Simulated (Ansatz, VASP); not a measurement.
## Mg in VASP and in Ansatz

File INCAR:

```
ALGO = Normal
EDIFF = 1E-6
ENCUT = 520
GGA = PE
ISIF = 2
ISMEAR = -1
LASPH = T
LCHARG = F
LREAL = F
LWAVE = F
NBANDS = 9
NELM = 60
PREC = Accurate
SIGMA = 0.08
```

File KPOINTS:

```
k-points
0
Gamma
  12 12 7
```

POSCAR

```
Mg
1.0
    3.2092715325      0.0000000000      0.0000000000
   -1.6046357662      2.7793106748      0.0000000000
    0.0000000000      0.0000000000      5.2103300000
Mg
2
Direct
    0.3333333333      0.6666666667      0.2500000000
    0.6666666667      0.3333333333      0.7500000000
```

Input for Ansatz:

```yaml
crystal:
  lattice:
    - [3.2092715325, 0.0, 0.0]
    - [-1.6046357662, 2.7793106748, 0.0]
    - [0.0, 0.0, 5.21033]
  atoms:
    - { symbol: Mg, position: [0.3333333333, 0.6666666667, 0.25] }
    - { symbol: Mg, position: [0.6666666667, 0.3333333333, 0.75] }
kpoints:
  mp_grid: { grid: [12, 12, 7] }
  band_path:
    path:
      - [0.0, 0.0, 0.0]
      - [0.5, 0.0, 0.0]
      - [0.3333333333, 0.3333333333, 0.0]
      - [0.0, 0.0, 0.0]
      - [0.0, 0.0, 0.5]
      - [0.5, 0.0, 0.5]
      - [0.3333333333, 0.3333333333, 0.5]
      - [0.0, 0.0, 0.5]
      - [0.5, 0.0, 0.5]
    npoints: 14
scf:
  occupations: { method: fermi_dirac, width: 0.08 }
hamiltonian:
  xc: pbe
  pseudopotentials: { kind: all_electron, lapw: { basis_error: 0.0005 } }
output:
  forces: true
  stress: true
  eigenvalues: true
  populations: true
  dos: { projected: true, de: 0.2, e_range: [-14, 8] }
```

Alike in both runs: task single point; functional PBE; k mesh 12 × 12 × 7; occupations fermi-dirac, width 0.08 eV; no spin polarisation.

```csv
,VASP,Ansatz
version,VASP 6.6.1,Ansatz 0.2.0
potentials or method,"VASP PAW PBE potentials, release 64 (Mg), cutoff 520 eV","all-electron LAPW, scalar-relativistic"
```

Ansatz gave:

* pressure (GPa): -0.5
* traceless stress, the component that is largest in VASP (GPa): -0.52

Problem. What did VASP give for the same quantities?

Solution. Pressure (GPa): -0.6; traceless stress, the component that is largest in VASP (GPa): -0.52.

Ansatz ran all-electron here, and VASP with PAW potentials.
